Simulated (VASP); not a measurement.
Wanted: the native input for a VASP 6.6.1 run.

* Task: single point
* Functional: PBE
* Potentials or basis: VASP PAW PBE potentials, release 64 (Mo_sv, N)
* Cutoff: 520 eV
* k mesh: 12 × 12 × 20
* Occupations: gaussian, width 0.15 eV
* Spin: no spin polarisation
* Dipole correction: no
* Further INCAR settings: ALGO = Fast; EDIFF = 1e-06; NBANDS = 33

The structure of MoN2 lies in POSCAR:

```
MoN2
1.0
    4.0775674078      0.0000000000      0.0000000000
    0.0000000000      4.0775674078      0.0000000000
    0.0000000000      0.0000000000      3.1075551019
Mo N
2 4
Direct
    0.5000000000      0.5000000000      0.0000000000
    0.0000000000      0.0000000000      0.0000000000
    0.8879039728      0.3879039728      0.5000000000
    0.1120960272      0.6120960272      0.5000000000
    0.3879039728      0.1120960272      0.5000000000
    0.6120960272      0.8879039728      0.5000000000
```

This cell differs from its parent crystal: ratio of the length along z to the lengths across it x 1.2, volume and fractional coordinates fixed.

The input as run:

INCAR

```
PREC = Accurate ; ENCUT = 520
EDIFF = 1E-6 ; ISMEAR = 0
SIGMA = 0.15 ; LREAL = False
LASPH = True ; NELM = 60
ALGO = Fast ; ISIF = 2
LWAVE = False ; LCHARG = False
GGA = PE ; NBANDS = 33
```

KPOINTS

```
Automatic mesh
0
Gamma
  12 12 20
```

Potentials or basis: VASP PAW PBE potentials, release 64 (Mo_sv, N).

Launch:

```sh
$ cat potpaw_PBE.64/Mo_sv/POTCAR potpaw_PBE.64/N/POTCAR > POTCAR
$ mpirun -np 1 vasp_std > vasp.out
```

Results of the run:

| Quantity | Value |
| --- | --- |
| Pressure | 10.8 GPa |
| Largest force | 1.748 eV/Å |
| Band gap on the k mesh | zero (bands 24 and 25 overlap by 1.72 eV) |

Caveat: the stress differs along the axes, from -53 to 43 GPa; forces of over 1 eV/Å act on the atoms, so gaps and moduli don't describe the material at rest.

Wall time 7.9 min on 1 thread of Oxide Virtual Turin-like Processor, on a shared host, peak memory 0.44 GiB.
